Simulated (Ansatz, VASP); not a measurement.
## Al: VASP beside Ansatz

File INCAR:

```
PREC = Accurate
ENCUT = 600
EDIFF = 1E-6
ISMEAR = -1
SIGMA = 0.05
LREAL = False
LASPH = True
NELM = 60
ALGO = Normal
ISIF = 3
LWAVE = False
LCHARG = False
GGA = PS
IBRION = 2
NSW = 60
EDIFFG = -0.01
```

Contents of KPOINTS:

```
Automatic mesh
0
Gamma
  12 12 12
```

POSCAR

```
Al
1.0
   -1.5912186900      1.5912186900      1.5912186900
    1.5912186900     -1.5912186900      1.5912186900
    1.5912186900      1.5912186900     -1.5912186900
Al
1
Direct
    0.0000000000      0.0000000000      0.0000000000
```

input.yaml

```yaml
crystal:
  lattice:
    - [-1.59121869, 1.59121869, 1.59121869]
    - [1.59121869, -1.59121869, 1.59121869]
    - [1.59121869, 1.59121869, -1.59121869]
  atoms:
    - { symbol: Al, position: [0.0, 0.0, 0.0] }
hamiltonian:
  xc: pbesol
  pseudopotentials: { kind: paw }
kpoints:
  mp_grid: { grid: [12, 12, 12] }
scf:
  occupations: { method: fermi_dirac, width: 0.05 }
output:
  forces: true
  stress: true
  eigenvalues: true
relax:
  f_tol: 0.01
  max_steps: 40
  cell: { stress_tol: 0.05 }
```

Alike in both runs: task relaxation of cell and atoms; functional PBEsol; k mesh 12 × 12 × 12; occupations fermi-dirac, width 0.05 eV; no spin polarisation.

```csv
,VASP,Ansatz
version,VASP 6.6.1,Ansatz 0.2.0
potentials or method,"VASP PAW PBE potentials, release 64 (Al)",Ansatz PAW
plane-wave cutoff (eV),600,420
valence electrons in the cell,3,3
```

```csv
,VASP,Ansatz,Ansatz less VASP
"gap on the k mesh at the Fermi level, each at its own relaxed structure (eV)",none,none,-
relaxed volume (Å³/atom),16.60,16.59,-0.014
relaxed cell length with the largest relative difference (Å),2.784,2.783,-0.0008
```

VASP's potentials were made for PBE, not for PBEsol. A gap of «none» marks a metal or a gap that the smearing closes.

Noted on Ansatz's run: the plane-wave basis is chosen anew once the cell has moved, so the energies of steps on either side of that aren't comparable.
